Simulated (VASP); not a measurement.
**N2: relaxation of the atoms with PBE**

The system is N2, in a box.

```
N
1.0
     9.00000    0.00000    0.00000
     0.00000    9.50000    0.00000
     0.00000    0.00000   10.00000
N
2
Direct
  0.50000 0.50000 0.44450
  0.50000 0.50000 0.55550
```

| Property | Result |
| --- | --- |
| Program | VASP 6.6.1 |
| Task | relaxation of the atoms |
| Functional | PBE |
| Potentials or basis | VASP PAW PBE potentials, release 64 (N) |
| Cutoff | 520 eV |
| k mesh | 1 × 1 × 1 |
| Occupations | fermi-dirac, width 0.05 eV |
| Spin | no spin polarisation |
| Dipole correction | no |
| Further INCAR settings | ALGO = Normal; EDIFF = 1e-07; NELMDL = -8; IBRION = 2; EDIFFG = -0.01; NSW = 60 |

```yaml
Energy_gained_by_relaxing: 0.4 meV/atom
Ionic_steps: 3
Largest_force_after_relaxing: 0.003 eV/Å
Gap_between_the_frontier_levels: 8.07 eV
```

Forces on the atoms (eV/Å):
```
N    0.000  0.000  0.003
N    0.000  0.000 -0.003
```

The path:
```
step  energy change (eV)  largest force (eV/Å)  pressure (GPa)
   1              0.0000                0.4880            0.02
   2              0.1293                5.5981           -0.41
   3             -0.0008                0.0030           -0.01
```

Final structure:
```
N
1.0
     9.00000    0.00000    0.00000
     0.00000    9.50000    0.00000
     0.00000    0.00000   10.00000
N
2
Cartesian
  4.5000 4.7500 4.4434
  4.5000 4.7500 5.5566
```

Levels at points of the mesh, in eV from the valence-band top:
| k point | band 3 | band 4 | band 5 | band 6 | band 7 | band 8 |
| --- | --- | --- | --- | --- | --- | --- |
| (0.00, 0.00, 0.00) | -1.34 | -1.34 | 0.00 | 8.07 | 8.07 | 9.83 |

Wall time 3.6 min on 1 thread of Intel Xeon 8259CL, on a shared host, peak memory 0.79 GiB.

Caveat: the standard files for N, O and F lose accuracy on very short bonds.
